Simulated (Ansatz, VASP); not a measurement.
**Two plane-wave programs on Pd**

The input POSCAR:

```
Pd
1.0
   -1.5826937604      1.5826937604      1.5826937604
    1.5826937604     -1.5826937604      1.5826937604
    1.5826937604      1.5826937604     -1.5826937604
Pd
1
Direct
    0.0000000000      0.0000000000      0.0000000000
```

INCAR.step1

```
SYSTEM = Pd
ALGO = Normal
EDIFF = 1E-5
ENCUT = 690
GGA = PE
GGA_COMPAT = .False.
ISMEAR = -1
LASPH = .True.
LCHARG = .False.
LREAL = .False.
LWAVE = .True.
NBANDS = 15
NELM = 120
PREC = Accurate
SIGMA = 0.05
```

Contents of INCAR.step2:

```
SYSTEM = Pd
ALGO = Normal
EDIFF = 1E-6
ENCUT = 690
GGA_COMPAT = .False.
ISIF = 2
ISMEAR = -1
ISTART = 1
LASPH = .True.
LCHARG = .False.
LMIXTAU = .True.
LREAL = .False.
LWAVE = .False.
METAGGA = R2SCAN
NBANDS = 15
NELM = 120
PREC = Accurate
SIGMA = 0.05
```

KPOINTS

```
k-points
0
Gamma
  12 12 12
  0 0 0
```

Contents of input.yaml:

```yaml
crystal:
  lattice:
    - [-1.5826937604, 1.5826937604, 1.5826937604]
    - [1.5826937604, -1.5826937604, 1.5826937604]
    - [1.5826937604, 1.5826937604, -1.5826937604]
  atoms:
    - { symbol: Pd, position: [0.0, 0.0, 0.0] }
hamiltonian:
  xc: r2scan
  pseudopotentials: { kind: paw }
kpoints:
  mp_grid: { grid: [12, 12, 12] }
scf:
  occupations: { method: fermi_dirac, width: 0.05 }
output:
  forces: true
  stress: true
  eigenvalues: true
```

Alike in both runs: task single point; functional r2SCAN; k mesh 12 × 12 × 12; occupations fermi-dirac, width 0.05 eV; no spin polarisation.

```csv
,VASP,Ansatz
version,VASP 6.6.1,Ansatz 0.2.0
potentials or method,"VASP PAW PBE potentials, release 64 (Pd_sv_GW)",Ansatz PAW
plane-wave cutoff (eV),690,500
valence electrons in the cell,18,18
```

|  | VASP | Ansatz | Ansatz less VASP |
| --- | --- | --- | --- |
| gap on the k mesh at the Fermi level (eV) | none | none | - |
| pressure (GPa) | -8.3 | -8.4 | -0.08 |

VASP's potentials were made for PBE, not for r2SCAN. A gap of «none» marks a metal or a gap that the smearing closes. The functional is the same, so the differences come from potentials, cutoffs and numerics.
